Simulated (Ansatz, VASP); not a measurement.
## ZrC in VASP and in Ansatz

The input POSCAR:

```
ZrC
1.0
    0.0000000000      2.3792017747      2.3792017747
    2.3792017747      0.0000000000      2.3792017747
    2.3792017747      2.3792017747      0.0000000000
Zr C
1 1
Direct
    0.5000000000      0.5000000000      0.5000000000
    0.0000000000      0.0000000000      0.0000000000
```

The input INCAR.step1:

```
SYSTEM = ZrC
PREC = Accurate
ENCUT = 520
ISMEAR = 0
SIGMA = 0.1
LREAL = .FALSE.
LASPH = .TRUE.
NELM = 80
NBANDS = 15
GGA = PE
ALGO = Normal
EDIFF = 1E-4
LWAVE = .TRUE.
LCHARG = .FALSE.
```

The input INCAR.step2:

```
SYSTEM = ZrC
PREC = Accurate
ENCUT = 520
EDIFF = 1E-6
ISMEAR = 0
SIGMA = 0.1
LREAL = .FALSE.
LASPH = .TRUE.
NELM = 80
ALGO = Normal
ISIF = 2
LWAVE = .FALSE.
LCHARG = .FALSE.
METAGGA = R2SCAN
LMIXTAU = .TRUE.
NBANDS = 15
ISTART = 1
```

The input KPOINTS:

```
regular mesh
0
G
  16 16 16
  0 0 0
```

Input for Ansatz:

```yaml
crystal:
  lattice:
    - [0.0, 2.3792017747, 2.3792017747]
    - [2.3792017747, 0.0, 2.3792017747]
    - [2.3792017747, 2.3792017747, 0.0]
  atoms:
    - { symbol: Zr, position: [0.5, 0.5, 0.5] }
    - { symbol: C, position: [0.0, 0.0, 0.0] }
basis:
  ecutwfc: 500
kpoints:
  mp_grid: { grid: [16, 16, 16] }
hamiltonian:
  xc: r2scan
scf:
  occupations: { method: gaussian, width: 0.1 }
output:
  forces: true
  stress: true
  eigenvalues: true
```

Alike in both runs: task single point; functional r2SCAN; k mesh 16 × 16 × 16; occupations gaussian, width 0.1 eV; no spin polarisation.

```csv
,VASP,Ansatz
version,VASP 6.6.1,Ansatz 0.2.0
potentials or method,"VASP PAW PBE potentials, release 64 (Zr_sv, C), cutoff 520 eV","scalar-relativistic, plane waves, PAW"
valence electrons in the cell,16,16
```

|  | VASP | Ansatz | Ansatz less VASP |
| --- | --- | --- | --- |
| gap on the k mesh at the Fermi level (eV) | none | none | - |
| pressure (GPa) | -6.2 | -6.4 | -0.20 |

VASP's potentials were made for PBE, not for r2SCAN. A gap of «none» marks a metal or a gap that the smearing closes. With one functional, cell and mesh, what is left measures potentials, basis and numerics.
